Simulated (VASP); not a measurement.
# Hg (R-3m) in VASP: further runs

The runs below take Hg through single point, with LDA.

All numbers are computed with VASP 6.6.1; they aren't measurements. Logs are shortened: lines on timing, memory, paths and dates and some standing lists are left out, and cuts for length are marked.

### Step 1. The cell of the first run

Symmetry: R-3m, No. 166, trigonal system. The conventional cell has a = 3.493 Å, b = 3.493 Å, c = 6.444 Å, α = 90.00°, β = 90.00°, γ = 120.00°. Within 3.9 Å of Hg (site symmetry -3m) lie 12 Hg at 2.95 to 3.49 Å.

### Step 2. Single point, LDA

Contents of INCAR:

```
  PREC = Accurate
  ENCUT = 520
  EDIFF = 1E-6
  ISMEAR = -1
  SIGMA = 0.01
  LREAL = F
  LASPH = T
  NELM = 60
  ALGO = Normal
  ISIF = 2
  LWAVE = F
  LCHARG = T
  GGA = CA
  LELF = T
  LVHAR = T
  NBANDS = 12
```

Contents of KPOINTS:

```
regular mesh
0
Gamma
  11 11 11
```

Contents of POSCAR:

```
Hg
1.0
    1.7463233735      1.0082402698      2.1478810803
   -1.7463233735      1.0082402698      2.1478810803
    0.0000000000     -2.0164805396      2.1478810803
Hg
1
Direct
    0.0000000000      1.0000000000      0.0000000000
```

Potentials or basis: VASP PAW LDA potentials, release 64 (Hg).

Command:

```bash
$ cat potpaw_LDA.64/Hg/POTCAR > POTCAR
$ mpirun -np 1 vasp_std > vasp.out
```

OUTCAR:

```text
PREC = Accurate
   ENCUT = 520
   EDIFF = 1E-6
   ISMEAR = -1
   LREAL = F
   LASPH = T
   NELM = 60
   ISIF = 2
   GGA = CA

 ion  position               nearest neighbor table
   1  0.000  0.000  0.000-

  LATTYP: Found a trigonal (rhomboedric) cell.
 ALAT       =     2.9461138643
 COS(alpha) =     0.2972833017

  Lattice vectors:

 A1 = (   1.7463233735,   1.0082402698,   2.1478810803)
 A2 = (  -1.7463233735,   1.0082402698,   2.1478810803)
 A3 = (   0.0000000000,  -2.0164805396,   2.1478810803)

Analysis of symmetry for initial positions (statically):
=====================================================================
 Subroutine PRICEL returns:
 Original cell was already a primitive cell.

 Routine SETGRP: Setting up the symmetry group for a
 trigonal (rhombohedral) supercell.

 Subroutine GETGRP returns: Found 12 space group operations
 (whereof 12 operations were pure point group operations)
 out of a pool of 12 trial point group operations.

The static configuration has the point symmetry D_3d.

Analysis of symmetry for dynamics (positions and initial velocities):
=====================================================================
 Subroutine PRICEL returns:
 Original cell was already a primitive cell.

 Routine SETGRP: Setting up the symmetry group for a
 trigonal (rhombohedral) supercell.

 Subroutine GETGRP returns: Found 12 space group operations
 (whereof 12 operations were pure point group operations)
 out of a pool of 12 trial point group operations.

The dynamic configuration has the point symmetry D_3d.

 Subroutine INISYM returns: Found 12 space group operations
 (whereof 12 operations are pure point group operations),
 and found     1 'primitive' translations

----------------------------------------------------------------------------------------

                                     Primitive cell

  volume of cell :      22.6908

  direct lattice vectors                    reciprocal lattice vectors
     1.746323374  1.008240270  2.147881080     0.286315815  0.165304513  0.155191708
    -1.746323374  1.008240270  2.147881080    -0.286315815  0.165304513  0.155191708
     0.000000000 -2.016480540  2.147881080     0.000000000 -0.330609026  0.155191708

  length of vectors
     2.946113864  2.946113864  2.946113864     0.365221569  0.365221569  0.365221569

  position of ions in fractional coordinates (direct lattice)
     0.000000000  0.000000000  0.000000000

  ion indices of the primitive-cell ions
   primitive index   ion index
                 1           1

----------------------------------------------------------------------------------------

 KPOINTS: regular mesh

Automatic generation of k-mesh.
 Grid dimensions read from file:
 generate k-points for:   11   11   11

 Generating k-lattice:

  Cartesian coordinates                     Fractional coordinates (reciprocal lattice)
     0.026028710  0.015027683  0.014108337     0.090909091  0.000000000  0.000000000
    -0.026028710  0.015027683  0.014108337     0.000000000  0.090909091  0.000000000
     0.000000000 -0.030055366  0.014108337     0.000000000  0.000000000  0.090909091

  Length of vectors
     0.033201961  0.033201961  0.033201961

  Shift w.r.t. Gamma in fractional coordinates (k-lattice)
     0.000000000  0.000000000  0.000000000

 Subroutine IBZKPT returns following result:
 ===========================================

 Found    146 irreducible k-points:

 Following reciprocal coordinates:
            Coordinates               Weight
  0.000000  0.000000  0.000000      1.000000
  0.090909  0.000000 -0.000000      6.000000
  0.181818 -0.000000 -0.000000      6.000000
  0.272727  0.000000 -0.000000      6.000000
  0.363636 -0.000000 -0.000000      6.000000
  0.454545  0.000000 -0.000000      6.000000
[... 16 lines left out ...]
 -0.272727  0.181818  0.000000     12.000000
 -0.181818  0.181818  0.000000      6.000000
 [... further k-points ...]
   k-points           NKPTS =    146   k-points in BZ     NKDIM =    146   number of bands    NBANDS=     12
   number of dos      NEDOS =    301   number of ions     NIONS =      1
   total plane-waves  NPLWV =  13824
   dimension x,y,z NGX =    24 NGY =   24 NGZ =   24
   dimension x,y,z NGXF=    48 NGYF=   48 NGZF=   48
   ions per type =               1
   NGX,Y,Z   is equivalent  to a cutoff of  13.54, 13.54, 13.54 a.u.
   NGXF,Y,Z  is equivalent  to a cutoff of  27.09, 27.09, 27.09 a.u.
 SYSTEM =  unknown system
   PREC   = accura    normal or accurate (medium, high low for compatibility)
   ISTART =      0    job   : 0-new  1-cont  2-samecut
   ICHARG =      2    charge: 1-file 2-atom 10-const
   ISPIN  =      1    spin polarized calculation?
   LNONCOLLINEAR =      F non collinear calculations
   LSORBIT =      F    spin-orbit coupling
   LASPH  =      T    aspherical Exc in radial PAW
   ENCUT  =  520.0 eV  38.22 Ry    6.18 a.u.   5.48  5.48  5.48*2*pi/ulx,y,z
   NELM   =     60;   NELMIN=  2; NELMDL= -5     # of ELM steps
   EDIFF  = 0.1E-05   stopping-criterion for ELM
   LREAL  =      F    real-space projection
   EDIFFG = 0.1E-04   stopping-criterion for IOM
   NSW    =      0    number of steps for IOM
   IBRION =     -1    ionic relax: 0-MD 1-quasi-New 2-CG
   NFREE  =      0    steps in history (QN), initial steepest desc. (CG)
   ISIF   =      2    stress and relaxation
   ISYM   =      2    0-nonsym 1-usesym 2-fastsym
   POTIM  = 0.5000    time-step for ionic-motion
   TEBEG  =    0.0;   TEEND  =   0.0 temperature during run
   PSTRESS=    0.0 pullay stress
   NELECT =      12.0000    total number of electrons
   NUPDOWN=      -1.0000    fix difference up-down
   EMIN   =  10.00;   EMAX   =-10.00  energy-range for DOS
   EFERMI =   0.00;   METHOD = LEGACY
   ISMEAR =    -1;   SIGMA  =   0.01  broadening in eV -4-tet -1-fermi 0-gaus
   EFERMI_NEDOS =   21; number of points for ismear=-14 and -15
   IALGO  =     38    algorithm
   IMIX   =      4    mixing-type and parameters
     AMIX     =   0.40;   BMIX     =  1.00
     AMIX_MAG =   1.60;   BMIX_MAG =  1.00
  volume/ion in A,a.u.               =      22.69       153.13
  Fermi-wavevector in a.u.,A,eV,Ry     =   1.323890  2.501789 23.846718  1.752684
  Thomas-Fermi vector in A             =   2.453465
   LORBIT       =      0    0 simple, 1 ext, 2 COOP (PROOUT), +10 PAW based schemes
   GGA     = CA    functional components
   LHFCALC =     F    Hartree Fock is set to
   AEXX    =    0.0000 exact exchange contribution
   IVDW    =     0    specifies the selected vdW correction
   LEPSILON=     F    determine dielectric tensor
   LRPA    =     F    only Hartree local field effects (RPA)
 non-spin polarized calculation
  energy-cutoff  :      520.00
  volume of cell :       22.69
 maximum number of plane-waves:       631
 NGX is ok and might be reduce to    24
   NGX = 11   NGY = 11   NGZ = 11

 number of electron      12.0000003 magnetization

 Free energy of the ion-electron system (eV)
  ---------------------------------------------------
  ext. energy  EPLUGINS =         0.00000000
  ---------------------------------------------------
  free energy    TOTEN  =        -0.96656456 eV

  energy without entropy =       -0.96631979  energy(sigma->0) =       -0.96644217

 E-fermi :   2.7491     XC(G=0): -11.3625

 val. band max:        2.7359690464   @ k =  -0.2727   0.4545   0.2727
 cond. band min:       2.9326775466   @ k =  -0.4545   0.2727   0.0000
 fundamental gap:      0.1967085002
 Fermi energy:         2.7491101798

 k-point     1 :       0.0000    0.0000    0.0000
  band No.  band energies     occupation
      1      -6.6746      2.00000
      2      -5.1352      2.00000
      3      -5.1352      2.00000
      4      -3.4526      2.00000
      5      -3.3401      2.00000
      6      -3.3401      2.00000
      7      14.9043      0.00000
      8      15.3188      0.00000
      9      15.3188      0.00000
     10      19.9563      0.00000
     11      21.2928      0.00000
     12      21.2928      0.00000

 k-point     2 :       0.0909    0.0000   -0.0000
  band No.  band energies     occupation
      1      -6.4888      2.00000
      2      -5.1222      2.00000
      3      -5.0615      2.00000
      4      -3.4576      2.00000
      5      -3.3744      2.00000
      6      -3.3499      2.00000
      7      13.4760      0.00000
      8      15.1259      0.00000
      9      15.4687      0.00000
     10      20.5321      0.00000
     11      21.1558      0.00000
     12      22.4279      0.00000

 k-point     3 :       0.1818   -0.0000   -0.0000
  band No.  band energies     occupation
      1      -6.0450      2.00000
      2      -5.0958      2.00000
      3      -4.7551      2.00000
      4      -3.4524      2.00000
      5      -3.4524      2.00000
      6      -3.3696      2.00000
      7      10.4823      0.00000
      8      15.4268      0.00000
      9      15.8033      0.00000
     10      20.8320      0.00000
     11      20.8778      0.00000
     12      23.0100      0.00000
[... 286 lines left out ...]
 k-point    23 :      -0.2727    0.1818    0.0000
  band No.  band energies     occupation
      1      -5.2983      2.00000
      2      -4.7817      2.00000
      3      -4.0947      2.00000
      4      -3.5222      2.00000
      5      -3.4655      2.00000
      6      -2.4093      2.00000
      7       6.8313      0.00000
      8      10.0809      0.00000
      9      17.5890      0.00000
     10      19.7354      0.00000
     11      20.2818      0.00000
     12      22.7857      0.00000

 k-point    24 :      -0.1818    0.1818    0.0000
  band No.  band energies     occupation
      1      -5.4021      2.00000
      2      -4.8233      2.00000
      3      -4.6223      2.00000
      4      -3.5028      2.00000
      5      -3.4945      2.00000
      6      -3.0135      2.00000
      7       9.2696      0.00000
      8      10.3999      0.00000
      9      17.4533      0.00000
     10      19.4760      0.00000
     11      21.2424      0.00000
     12      22.8178      0.00000

 [... further k-points ...]
[... 5 lines left out ...]
  --------------------------------------------------------------------------------------
  -------------------------------------------------------------------------------------
  Total        0.0861668      0.0861668      0.1999858      0.0000000      0.0000000      0.0000000
  in kB        6.0841565      6.0841565     14.1208073      0.0000000      0.0000000      0.0000000
  external PRESSURE =       8.7630401 kB  Pullay stress =       0.0000000 kB

 VOLUME and BASIS-vectors are now :
 -----------------------------------------------------------------------------
  energy-cutoff  :      520.00
  volume of cell :       22.69
      direct lattice vectors                 reciprocal lattice vectors
     1.746323374  1.008240270  2.147881080     0.286315815  0.165304513  0.155191708
    -1.746323374  1.008240270  2.147881080    -0.286315815  0.165304513  0.155191708
     0.000000000 -2.016480540  2.147881080     0.000000000 -0.330609026  0.155191708

 POSITION                                       TOTAL-FORCE (eV/Angst)
 -----------------------------------------------------------------------------------
      0.00000      0.00000      0.00000         0.000000      0.000000     -0.000000
 -----------------------------------------------------------------------------------
    total drift:                                0.000000     -0.000000      0.000000

  FREE ENERGIE OF THE ION-ELECTRON SYSTEM (eV)
  ---------------------------------------------------
  free  energy   TOTEN  =        -0.9665645563 eV

  energy  without entropy=       -0.9663197895  energy(sigma->0) =       -0.96644217
```

It took 28 s on 1 thread of Intel Xeon Platinum 8259CL at 2.50GHz (Skylake/Cascade Lake), shared host; peak memory 0.16 GiB.

What came out:

```
Free energy            : -0.9666 eV
Pressure               : 0.9 GPa
Band gap on the k mesh : zero (band 6 reaches 4.07 eV, above the bottom of band 7 at 1.31 eV)
```

Caveat: spin-orbit coupling is left out, which moves the levels of the heavy elements.

### Step 3. Single point, LDA

Contents of INCAR:

```
PREC     = Accurate       # precision mode
ENCUT    = 520            # plane-wave cutoff, eV
EDIFF    = 1E-7           # SCF threshold, eV
ISMEAR   = -1             # smearing method
SIGMA    = 0.03           # smearing width, eV
LREAL    = False          # projectors in reciprocal space
LASPH    = True           # aspherical terms in the spheres
NELM     = 100            # most SCF steps
ALGO     = Normal         # electronic algorithm
ISIF     = 2              # what is computed and relaxed
LWAVE    = False          # write WAVECAR
LCHARG   = False          # write CHGCAR
GGA      = CA             # functional
NBANDS   = 12             # bands
```

Contents of KPOINTS:

```
Automatic mesh
0
Gamma
  11 11 11
```

POSCAR is that of step 2.

Potentials or basis: VASP PAW LDA potentials, release 64 (Hg).

Command:

```bash
$ cat potpaw_LDA.64/Hg/POTCAR > POTCAR
$ mpirun -np 1 vasp_std > vasp.out
```

OUTCAR:

```text
PREC = Accurate
   ENCUT = 520
   EDIFF = 1E-7
   ISMEAR = -1
   LREAL = False
   LASPH = True
   NELM = 100
   ISIF = 2
   GGA = CA

 ion  position               nearest neighbor table
   1  0.000  0.000  0.000-

  LATTYP: Found a trigonal (rhomboedric) cell.
 ALAT       =     2.9461138643
 COS(alpha) =     0.2972833017

  Lattice vectors:

 A1 = (   1.7463233735,   1.0082402698,   2.1478810803)
 A2 = (  -1.7463233735,   1.0082402698,   2.1478810803)
 A3 = (   0.0000000000,  -2.0164805396,   2.1478810803)

Analysis of symmetry for initial positions (statically):
=====================================================================
 Subroutine PRICEL returns:
 Original cell was already a primitive cell.

 Routine SETGRP: Setting up the symmetry group for a
 trigonal (rhombohedral) supercell.

 Subroutine GETGRP returns: Found 12 space group operations
 (whereof 12 operations were pure point group operations)
 out of a pool of 12 trial point group operations.

The static configuration has the point symmetry D_3d.

Analysis of symmetry for dynamics (positions and initial velocities):
=====================================================================
 Subroutine PRICEL returns:
 Original cell was already a primitive cell.

 Routine SETGRP: Setting up the symmetry group for a
 trigonal (rhombohedral) supercell.

 Subroutine GETGRP returns: Found 12 space group operations
 (whereof 12 operations were pure point group operations)
 out of a pool of 12 trial point group operations.

The dynamic configuration has the point symmetry D_3d.

 Subroutine INISYM returns: Found 12 space group operations
 (whereof 12 operations are pure point group operations),
 and found     1 'primitive' translations

----------------------------------------------------------------------------------------

                                     Primitive cell

[... 108 lines left out ...]
     AMIX_MAG =   1.60;   BMIX_MAG =  1.00
  volume/ion in A,a.u.               =      22.69       153.13
  Fermi-wavevector in a.u.,A,eV,Ry     =   1.323890  2.501789 23.846718  1.752684
  Thomas-Fermi vector in A             =   2.453465
   LORBIT       =      0    0 simple, 1 ext, 2 COOP (PROOUT), +10 PAW based schemes
   GGA     = CA    functional components
   LHFCALC =     F    Hartree Fock is set to
   AEXX    =    0.0000 exact exchange contribution
   IVDW    =     0    specifies the selected vdW correction
   LEPSILON=     F    determine dielectric tensor
   LRPA    =     F    only Hartree local field effects (RPA)
 non-spin polarized calculation
  energy-cutoff  :      520.00
  volume of cell :       22.69
 maximum number of plane-waves:       631
 NGX is ok and might be reduce to    24
   NGX = 11   NGY = 11   NGZ = 11

 number of electron      12.0000003 magnetization

 Free energy of the ion-electron system (eV)
  ---------------------------------------------------
  ext. energy  EPLUGINS =         0.00000000
  ---------------------------------------------------
  free energy    TOTEN  =        -0.96711424 eV

  energy without entropy =       -0.96620524  energy(sigma->0) =       -0.96665974

 E-fermi :   2.7879     XC(G=0): -11.3625

 val. band max:        2.7358286388   @ k =  -0.2727   0.4545   0.2727
 cond. band min:       2.9326262735   @ k =  -0.4545   0.2727   0.0000
 fundamental gap:      0.1967976347
 Fermi energy:         2.7878605303

 k-point     1 :       0.0000    0.0000    0.0000
  band No.  band energies     occupation
      1      -6.6747      2.00000
      2      -5.1355      2.00000
      3      -5.1355      2.00000
      4      -3.4530      2.00000
      5      -3.3402      2.00000
      6      -3.3402      2.00000
      7      14.9041      0.00000
      8      15.3188      0.00000
      9      15.3188      0.00000
     10      19.9563      0.00000
     11      21.2927      0.00000
     12      21.2927      0.00000
[... 331 lines left out ...]
 k-point    24 :      -0.1818    0.1818    0.0000
  band No.  band energies     occupation
      1      -5.4023      2.00000
      2      -4.8236      2.00000
      3      -4.6226      2.00000
      4      -3.5030      2.00000
      5      -3.4948      2.00000
      6      -3.0136      2.00000
      7       9.2696      0.00000
      8      10.3998      0.00000
      9      17.4532      0.00000
     10      19.4760      0.00000
     11      21.2423      0.00000
     12      22.8177      0.00000

 [... further k-points ...]
[... 5 lines left out ...]
  --------------------------------------------------------------------------------------
  -------------------------------------------------------------------------------------
  Total        0.0915940      0.0915940      0.1864177      0.0000000     -0.0000000      0.0000000
  in kB        6.4673642      6.4673642     13.1627790      0.0000000     -0.0000000      0.0000000
  external PRESSURE =       8.6991692 kB  Pullay stress =       0.0000000 kB

 VOLUME and BASIS-vectors are now :
 -----------------------------------------------------------------------------
  energy-cutoff  :      520.00
  volume of cell :       22.69
      direct lattice vectors                 reciprocal lattice vectors
     1.746323374  1.008240270  2.147881080     0.286315815  0.165304513  0.155191708
    -1.746323374  1.008240270  2.147881080    -0.286315815  0.165304513  0.155191708
     0.000000000 -2.016480540  2.147881080     0.000000000 -0.330609026  0.155191708

 POSITION                                       TOTAL-FORCE (eV/Angst)
 -----------------------------------------------------------------------------------
      0.00000      0.00000      0.00000        -0.000000      0.000000      0.000000
 -----------------------------------------------------------------------------------
    total drift:                                0.000000     -0.000000      0.000000

  FREE ENERGIE OF THE ION-ELECTRON SYSTEM (eV)
  ---------------------------------------------------
  free  energy   TOTEN  =        -0.9671142364 eV

  energy  without entropy=       -0.9662052424  energy(sigma->0) =       -0.96665974
```

stdout:

```text
POSCAR found type information on POSCAR Hg
 POSCAR found :  1 types and       1 ions
 scaLAPACK will be used
 LDA part: xc-table for (Slater(with rela. corr.)+CA(PZ))
 , standard interpolation
 POSCAR, INCAR and KPOINTS ok, starting setup
 FFT: planning ... GRIDC
 FFT: planning ... GRID_SOFT
 FFT: planning ... GRID
 WAVECAR not read
 entering main loop
```

Run time: 24 s. Hardware: 1 thread of Intel Xeon Platinum 8259CL at 2.50GHz (Skylake/Cascade Lake), shared host; peak memory 0.16 GiB.

What came out:

- Free energy: -0.9671 eV
- Pressure: 0.9 GPa
- Band gap on the k mesh: zero (band 6 reaches 4.07 eV, above the bottom of band 7 at 1.30 eV)

Caveat: spin-orbit coupling is left out, which moves the levels of the heavy elements.

(Continued in part 2 of 2.)
